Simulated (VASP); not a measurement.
# PIr (rocksalt type): electric field gradients with PBE

The system is PIr (rocksalt type).

```xyz
2
Lattice="0.0000 2.4483 2.4483 2.4483 0.0000 2.4483 2.4483 2.4483 0.0000" Properties=species:S:1:pos:R:3 pbc="T T T"
Ir    0.0000    0.0000    0.0000
P     2.4483    2.4483    2.4483
```

This cell differs from its parent crystal: volume scaled by 0.98.

```json
{"Program": "VASP 6.6.1", "Task": "electric field gradients", "Functional": "PBE", "Potentials or basis": "VASP PAW PBE potentials, release 64 (Ir, P)", "Cutoff": "520 eV", "k mesh": "13 × 13 × 13", "Occupations": "fermi-dirac, width 0.05 eV", "Spin": "no spin polarisation", "Dipole correction": "no", "Further INCAR settings": "ALGO = Normal; EDIFF = 1e-08; NBANDS = 14"}
```

```yaml
Pressure: 4.9 GPa
Band_gap_on_the_k_mesh: zero (band 7 reaches 10.04 eV, above the bottom of band 8 at 8.57 eV)
```

Levels at points of the mesh, in eV from the Fermi level:
| k point | band 3 | band 4 | band 5 | band 6 | band 7 | band 8 | band 9 | band 10 | band 11 | band 12 |
| --- | --- | --- | --- | --- | --- | --- | --- | --- | --- | --- |
| (0.00, 0.00, 0.00) | -3.23 | -3.23 | -3.10 | -3.10 | 0.24 | 0.24 | 0.24 | 6.33 | 10.17 | 12.89 |

Wall time 19 s on 1 thread of Intel(R) Xeon(R) 6975P-C (Granite Rapids), on a shared host, peak memory 0.18 GiB.

Caveat: without QUAD_EFG the Cq values of the log hold for a quadrupole moment of 1 mb, not for the nuclei; spin-orbit coupling is left out, which moves the levels of the heavy elements.
